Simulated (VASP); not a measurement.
# NdHf (I4mm) in VASP: relaxation of cell and atoms with PBE

Aim: the relaxation of cell and atoms of NdHf with PBE.

Program: VASP 6.6.1. These are calculated values, not measurements. Logs are shortened: lines on timing, memory, paths and dates and some standing lists are left out, and cuts for length are marked.

**1. The cell of the first run**

The structure is tetragonal, space group I4mm (No. 107). Conventional cell: a = 4.425 Å, b = 4.425 Å, c = 5.646 Å, α = 90.00°, β = 90.00°, γ = 90.00°. Within 3.2 Å of Nd (site symmetry 4mm) lie 6 Hf at 2.46 to 3.19 Å. Hf (site symmetry 4mm) has 6 Nd at 2.46 to 3.19 Å within 3.2 Å.

The cell was generated, and may not be a known phase.

**2. Relaxation of cell and atoms, PBE**

INCAR reads:

```
ALGO     = Normal         # electronic algorithm
EDIFF    = 1E-7           # SCF threshold, eV
EDIFFG   = -0.08          # ionic threshold
ENCUT    = 500            # plane-wave cutoff, eV
GGA      = PE             # functional
GGA_COMPAT= F            
IBRION   = 2              # ionic algorithm
ISIF     = 3              # what is computed and relaxed
ISMEAR   = 0              # smearing method
LASPH    = T              # aspherical terms in the spheres
LCHARG   = F              # write CHGCAR
LMAXMIX  = 6              # l up to which the mixer works
LREAL    = F              # projectors in reciprocal space
LWAVE    = F              # write WAVECAR
NELM     = 200            # most SCF steps
NELMIN   = 4            
NSW      = 36             # ionic steps
PREC     = Accurate       # precision mode
SIGMA    = 0.2            # smearing width, eV
```

KPOINTS reads:

```
k-points
0
Gamma
  6 6 6
```

POSCAR reads:

```
NdHf
1.0
   -2.2124614600      2.2124614600      2.8231346900
    2.2124614600     -2.2124614600      2.8231346900
    2.2124614600      2.2124614600     -2.8231346900
Nd Hf
1 1
Direct
    0.6927226600      0.6927226600      0.0000000000
    0.1279824000      0.1279824000      0.0000000000
```

Potentials or basis: VASP PAW PBE potentials, release 64 (Nd_3, Hf_pv), 4f in core.

Launch:

```
$ cat potpaw_PBE.64/Nd_3/POTCAR potpaw_PBE.64/Hf_pv/POTCAR > POTCAR
$ mpirun -np 1 vasp_std > vasp.out
```

OUTCAR:

```text
EDIFF = 1E-7
   EDIFFG = -0.08
   ENCUT = 500
   GGA = PE
   IBRION = 2
   ISIF = 3
   ISMEAR = 0
   LASPH = T
   LREAL = F
   NELM = 200
   NELMIN = 4
   NSW = 36
   PREC = Accurate

 ion  position               nearest neighbor table
   1  0.693  0.693  0.000-   2 2.46   2 3.15   2 3.15   2 3.15   2 3.15   2 3.19
   2  0.128  0.128  0.000-   1 2.46   1 3.15   1 3.15   1 3.15   1 3.15   1 3.19

  LATTYP: Found a body centered tetragonal cell.
 ALAT       =     4.4249229200
 C/A-ratio  =     1.2760153074

  Lattice vectors:

 A1 = (  -2.2124614600,   2.2124614600,   2.8231346900)
 A2 = (   2.2124614600,  -2.2124614600,   2.8231346900)
 A3 = (   2.2124614600,   2.2124614600,  -2.8231346900)

Analysis of symmetry for initial positions (statically):
=====================================================================
 Subroutine PRICEL returns:
 Original cell was already a primitive cell.

 Routine SETGRP: Setting up the symmetry group for a
 body centered tetragonal supercell.

 Subroutine GETGRP returns: Found  8 space group operations
 (whereof  8 operations were pure point group operations)
 out of a pool of 16 trial point group operations.

The static configuration has the point symmetry C_4v.

Analysis of symmetry for dynamics (positions and initial velocities):
=====================================================================
 Subroutine PRICEL returns:
 Original cell was already a primitive cell.

 Routine SETGRP: Setting up the symmetry group for a
 body centered tetragonal supercell.

 Subroutine GETGRP returns: Found  8 space group operations
 (whereof  8 operations were pure point group operations)
 out of a pool of 16 trial point group operations.

The dynamic configuration has the point symmetry C_4v.

 Subroutine INISYM returns: Found  8 space group operations
 (whereof  8 operations are pure point group operations),
 and found     1 'primitive' translations

----------------------------------------------------------------------------------------

                                     Primitive cell

  volume of cell :      55.2768

  direct lattice vectors                    reciprocal lattice vectors
    -2.212461460  2.212461460  2.823134690     0.000000000  0.225992637  0.177108093
     2.212461460 -2.212461460  2.823134690     0.225992637  0.000000000  0.177108093
     2.212461460  2.212461460 -2.823134690     0.225992637  0.225992637  0.000000000

  length of vectors
     4.214268727  4.214268727  4.214268727     0.287123577  0.287123577  0.319601852

  position of ions in fractional coordinates (direct lattice)
     0.692722660  0.692722660  0.000000000
     0.127982400  0.127982400  0.000000000

  ion indices of the primitive-cell ions
   primitive index   ion index
                 1           1
                 2           2

----------------------------------------------------------------------------------------

 KPOINTS: k-points

Automatic generation of k-mesh.
 Grid dimensions read from file:
 generate k-points for:    6    6    6

 Generating k-lattice:

  Cartesian coordinates                     Fractional coordinates (reciprocal lattice)
     0.000000000  0.037665440  0.029518015     0.166666667  0.000000000  0.000000000
     0.037665440  0.000000000  0.029518015     0.000000000  0.166666667  0.000000000
     0.037665440  0.037665440  0.000000000     0.000000000  0.000000000  0.166666667

  Length of vectors
     0.047853930  0.047853930  0.053266975

  Shift w.r.t. Gamma in fractional coordinates (k-lattice)
     0.000000000  0.000000000  0.000000000

 Subroutine IBZKPT returns following result:
 ===========================================

 Found     30 irreducible k-points:

 Following reciprocal coordinates:
            Coordinates               Weight
  0.000000  0.000000  0.000000      1.000000
  0.166667  0.000000  0.000000      8.000000
  0.333333 -0.000000  0.000000      8.000000
  0.500000  0.000000 -0.000000      4.000000
  0.166667  0.166667  0.000000      8.000000
  0.333333  0.166667  0.000000     16.000000
[... 16 lines left out ...]
 -0.333333 -0.333333  0.166667      8.000000
 -0.166667 -0.333333  0.166667      8.000000
 [... further k-points ...]
   k-points           NKPTS =     30   k-points in BZ     NKDIM =     30   number of bands    NBANDS=     14
   number of dos      NEDOS =    301   number of ions     NIONS =      2
   total plane-waves  NPLWV =  32768
   dimension x,y,z NGX =    32 NGY =   32 NGZ =   32
   dimension x,y,z NGXF=    64 NGYF=   64 NGZF=   64
   ions per type =               1   1
   NGX,Y,Z   is equivalent  to a cutoff of  12.62, 12.62, 12.62 a.u.
   NGXF,Y,Z  is equivalent  to a cutoff of  25.25, 25.25, 25.25 a.u.
 SYSTEM =  unknown system
   PREC   = accura    normal or accurate (medium, high low for compatibility)
   ISTART =      0    job   : 0-new  1-cont  2-samecut
   ICHARG =      2    charge: 1-file 2-atom 10-const
   ISPIN  =      1    spin polarized calculation?
   LNONCOLLINEAR =      F non collinear calculations
   LSORBIT =      F    spin-orbit coupling
   LASPH  =      T    aspherical Exc in radial PAW
   ENCUT  =  500.0 eV  36.75 Ry    6.06 a.u.   7.68  7.68  7.68*2*pi/ulx,y,z
   NELM   =    200;   NELMIN=  4; NELMDL= -5     # of ELM steps
   EDIFF  = 0.1E-06   stopping-criterion for ELM
   LREAL  =      F    real-space projection
   EDIFFG = -.8E-01   stopping-criterion for IOM
   NSW    =     36    number of steps for IOM
   IBRION =      2    ionic relax: 0-MD 1-quasi-New 2-CG
   NFREE  =      1    steps in history (QN), initial steepest desc. (CG)
   ISIF   =      3    stress and relaxation
   ISYM   =      2    0-nonsym 1-usesym 2-fastsym
   POTIM  = 0.5000    time-step for ionic-motion
   TEBEG  =    0.0;   TEEND  =   0.0 temperature during run
   PSTRESS=    0.0 pullay stress
   NELECT =      21.0000    total number of electrons
   NUPDOWN=      -1.0000    fix difference up-down
   EMIN   =  10.00;   EMAX   =-10.00  energy-range for DOS
   EFERMI =   0.00;   METHOD = LEGACY
   ISMEAR =     0;   SIGMA  =   0.20  broadening in eV -4-tet -1-fermi 0-gaus
   EFERMI_NEDOS =   21; number of points for ismear=-14 and -15
   IALGO  =     38    algorithm
   IMIX   =      4    mixing-type and parameters
     AMIX     =   0.40;   BMIX     =  1.00
     AMIX_MAG =   1.60;   BMIX_MAG =  1.00
  volume/ion in A,a.u.               =      27.64       186.51
  Fermi-wavevector in a.u.,A,eV,Ry     =   1.185678  2.240607 19.127524  1.405833
  Thomas-Fermi vector in A             =   2.321867
   LORBIT       =      0    0 simple, 1 ext, 2 COOP (PROOUT), +10 PAW based schemes
   GGA     = PE    functional components
   LHFCALC =     F    Hartree Fock is set to
   AEXX    =    0.0000 exact exchange contribution
   IVDW    =     0    specifies the selected vdW correction
   LEPSILON=     F    determine dielectric tensor
   LRPA    =     F    only Hartree local field effects (RPA)
 conjugate gradient relaxation of ions
 non-spin polarized calculation
 Gauss-broadening in eV      SIGMA  =   0.20
  energy-cutoff  :      500.00
  volume of cell :       55.28
 maximum number of plane-waves:      1432
   NGX = 15   NGY = 15   NGZ = 15

--------------------------------------- Ionic step        1  -------------------------------------------

 number of electron      21.0000000 magnetization

 Free energy of the ion-electron system (eV)
  ---------------------------------------------------
  ext. energy  EPLUGINS =         0.00000000
  ---------------------------------------------------
  free energy    TOTEN  =       -11.58362376 eV

  energy without entropy =      -11.52645629  energy(sigma->0) =      -11.55504002

------------------------ aborting loop because EDIFF is reached ----------------------------------------

  FORCE on cell =-STRESS in cart. coord.  units (eV):
  Direction    XX          YY          ZZ          XY          YZ          ZX
  --------------------------------------------------------------------------------------
  -------------------------------------------------------------------------------------
  Total       -0.2308692     -0.2308692      8.5764324      0.0000000      0.0000000      0.0000000
  in kB       -6.6916555     -6.6916555    248.5846062      0.0000000      0.0000000      0.0000000
  external PRESSURE =      78.4004318 kB  Pullay stress =       0.0000000 kB

 VOLUME and BASIS-vectors are now :
 -----------------------------------------------------------------------------
  energy-cutoff  :      500.00
  volume of cell :       55.28
      direct lattice vectors                 reciprocal lattice vectors
    -2.212461460  2.212461460  2.823134690     0.000000000  0.225992637  0.177108093
     2.212461460 -2.212461460  2.823134690     0.225992637  0.000000000  0.177108093
     2.212461460  2.212461460 -2.823134690     0.225992637  0.225992637  0.000000000
[... 1051 lines left out ...]
 POSITION                                       TOTAL-FORCE (eV/Angst)
 -----------------------------------------------------------------------------------
      0.00000      0.00000      4.13028        -0.000000     -0.000000     -0.135291
      0.00000      0.00000      0.98452         0.000000      0.000000      0.135291
 -----------------------------------------------------------------------------------
    total drift:                                0.000000      0.000000      0.000078

  FREE ENERGIE OF THE ION-ELECTRON SYSTEM (eV)
  ---------------------------------------------------
  free  energy   TOTEN  =       -12.4676350195 eV

  energy  without entropy=      -12.3815372277  energy(sigma->0) =      -12.42458612

--------------------------------------- Ionic step        8  -------------------------------------------

 number of electron      21.0000000 magnetization

 Free energy of the ion-electron system (eV)
  ---------------------------------------------------
  ext. energy  EPLUGINS =         0.00000000
  ---------------------------------------------------
  free energy    TOTEN  =       -12.47217959 eV

  energy without entropy =      -12.38629325  energy(sigma->0) =      -12.42923642

 E-fermi :   3.3878     XC(G=0): -10.0542

 val. band max:        3.3535409325   @ k =  -0.1667   0.5000   0.1667
 cond. band min:       3.3910346956   @ k =   0.3333  -0.0000   0.0000
 fundamental gap:      0.0374937632
 Fermi energy:         3.3877983734

 k-point     1 :       0.0000    0.0000    0.0000
  band No.  band energies     occupation
      1     -33.7552      2.00000
      2     -27.7726      2.00000
      3     -27.7726      2.00000
      4     -27.7721      2.00000
      5     -14.9168      2.00000
      6     -14.9150      2.00000
      7     -14.9150      2.00000
      8      -1.5406      2.00000
      9       2.1731      2.00000
     10       2.1753      2.00000
     11       2.2743      2.00000
     12       2.2743      2.00000
     13       2.2990      2.00000
     14       9.4813      0.00000
[... 413 lines left out ...]
 POSITION                                       TOTAL-FORCE (eV/Angst)
 -----------------------------------------------------------------------------------
      0.00000      0.00000      4.11027        -0.000000     -0.000000     -0.014198
      0.00000      0.00000      0.99627         0.000000      0.000000      0.014198
 -----------------------------------------------------------------------------------
    total drift:                               -0.000000     -0.000000      0.000189

  FREE ENERGIE OF THE ION-ELECTRON SYSTEM (eV)
  ---------------------------------------------------
  free  energy   TOTEN  =       -12.4721795935 eV

  energy  without entropy=      -12.3862932456  energy(sigma->0) =      -12.42923642

 reached required accuracy - stopping structural energy minimisation
```

Run time: 2.1 min. Hardware: 1 thread of AMD EPYC 7R13 (Zen 3), shared host; peak memory 0.17 GiB.

Results:

```yaml
Free_energy: -12.4722 eV
Relaxed_volume: 30.26 Å³/atom
Relaxed_cell: a = 4.405 Å, b = 4.405 Å, c = 4.405 Å, α = 119.92°, β = 119.92°, γ = 90.14°
Space_group_after_relaxing_to_0.1_Å: Fm-3m (No. 225)
Energy_gained_by_relaxing: 444.3 meV/atom
Ionic_steps: 8
Pressure_after_relaxing: 0.2 GPa
Largest_force_after_relaxing: 0.014 eV/Å
Band_gap_on_the_k_mesh: zero (an odd number of electrons rules out a gap without spin polarisation)
```

Forces on the atoms (eV/Å):
```
Nd   0.000  0.000 -0.014
Hf   0.000  0.000  0.014
```

Stress tensor (GPa, compression positive):
```
0.11 0.00 0.00
0.00 0.11 0.00
0.00 0.00 0.31
```

The path:
```tsv
step	energy change (eV)	largest force (eV/Å)	pressure (GPa)	volume (Å³)
1	0.0000	4.2255	7.84	55.28
2	-0.7785	0.1035	-2.55	65.97
3	-0.8617	0.4023	-0.80	61.93
4	-0.8625	0.3382	-0.99	62.26
5	-0.8624	0.3644	-0.91	62.12
6	-0.8803	0.2376	0.02	60.73
7	-0.8840	0.1353	0.74	59.76
8	-0.8886	0.0142	0.17	60.53
```

Final structure:
```xyz
2
Lattice="-2.2054 2.2054 3.1111 2.2054 -2.2054 3.1111 2.2054 2.2054 -3.1111" Properties=species:S:1:pos:R:3 pbc="T T T"
Nd    0.0000    0.0000    4.1103
Hf    0.0000    0.0000    0.9963
```

Levels at points of the mesh, in eV from the Fermi level:
| k point | band 6 | band 7 | band 8 | band 9 | band 10 | band 11 | band 12 | band 13 | band 14 |
| --- | --- | --- | --- | --- | --- | --- | --- | --- | --- |
| (0.00, 0.00, 0.00) | -18.30 | -18.30 | -4.93 | -1.21 | -1.21 | -1.11 | -1.11 | -1.09 | 6.09 |
| (0.50, 0.00, 0.00) | -18.39 | -18.39 | -1.64 | -1.57 | 1.00 | 1.01 | 1.01 | 1.03 | 1.78 |
| (0.50, 0.50, 0.00) | -18.37 | -18.37 | -2.56 | -2.49 | -0.42 | 0.03 | 0.82 | 2.28 | 2.29 |
| (0.50, 0.50, 0.50) | -18.37 | -18.37 | -2.55 | -2.48 | -0.40 | 0.02 | 0.84 | 2.27 | 2.27 |

Caveat: spin-orbit coupling is left out, which moves the levels of the heavy elements; the 4f electrons are frozen in the core, so they carry no moment and show no levels.

The gap in the log of VASP goes by the Fermi energy; the results here count the filled bands.